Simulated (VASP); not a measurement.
Write the native input for VASP 6.6.1 that does the following.

```
Task                   : relaxation of cell and atoms
Functional             : r2SCAN
Potentials or basis    : VASP PAW PBE potentials, release 64 (Mg, O)
Cutoff                 : 600 eV
k mesh                 : 12 × 12 × 12
Occupations            : gaussian, width 0.02 eV
Spin                   : no spin polarisation
Dipole correction      : no
Further INCAR settings : ALGO = Normal; EDIFF = 1e-06; IBRION = 2; EDIFFG = -0.002; NSW = 100; ISIF = 3
```

MgO (ref):

```
CELL_PARAMETERS angstrom
0.00000 2.12450 2.12450
2.12450 0.00000 2.12450
2.12450 2.12450 0.00000
ATOMIC_POSITIONS crystal
Mg 0.00000 0.00000 0.00000
O 0.50000 0.50000 0.50000
```

These files were run (other wordings do the same):

POSCAR

```
MgO
1.0
    0.0000000000      2.1245000000      2.1245000000
    2.1245000000      0.0000000000      2.1245000000
    2.1245000000      2.1245000000      0.0000000000
Mg O
1 1
Direct
    0.0000000000      0.0000000000      0.0000000000
    0.5000000000      0.5000000000      0.5000000000
```

INCAR.step1

```
  PREC = Accurate
  ENCUT = 600
  ISMEAR = 0
  SIGMA = 0.02
  LREAL = F
  LASPH = T
  NELM = 100
  GGA = PE
  ALGO = Normal
  EDIFF = 1E-4
  LWAVE = T
  LCHARG = F
```

INCAR.step2

```
  PREC = Accurate
  ENCUT = 600
  EDIFF = 1E-6
  ISMEAR = 0
  SIGMA = 0.02
  LREAL = F
  LASPH = T
  NELM = 100
  ALGO = Normal
  ISIF = 3
  LWAVE = F
  LCHARG = F
  METAGGA = R2SCAN
  LMIXTAU = T
  IBRION = 2
  NSW = 100
  EDIFFG = -0.002
  ISTART = 1
```

KPOINTS

```
Automatic mesh
0
Gamma
  12 12 12
```

Potentials or basis: VASP PAW PBE potentials, release 64 (Mg, O).

Run with:

```console
$ cat potpaw_PBE.64/Mg/POTCAR potpaw_PBE.64/O/POTCAR > POTCAR
$ cp INCAR.step1 INCAR
$ mpirun -np 1 vasp_std > vasp.out
$ cp INCAR.step2 INCAR
$ mpirun -np 1 vasp_std > vasp.out
```

It gave:

```yaml
Relaxed_volume: 9.21 Å³/atom
Relaxed_cell: a = 2.965 Å, b = 2.965 Å, c = 2.965 Å, α = 60.00°, β = 60.00°, γ = 60.00°
Space_group_after_relaxing_to_0.05_Å: Fm-3m (No. 225)
Energy_gained_by_relaxing: 7.6 meV/atom
Ionic_steps: 3
Pressure_after_relaxing: 0.0 GPa
Band_gap_on_the_k_mesh: 5.75 eV, direct
```

Caveat: the PAW data sets were made with another functional, which shifts forces and pressure a little.

Run time: 3.9 min on 1 thread of AMD EPYC 7R13, on a shared host, peak memory 0.13 GiB.
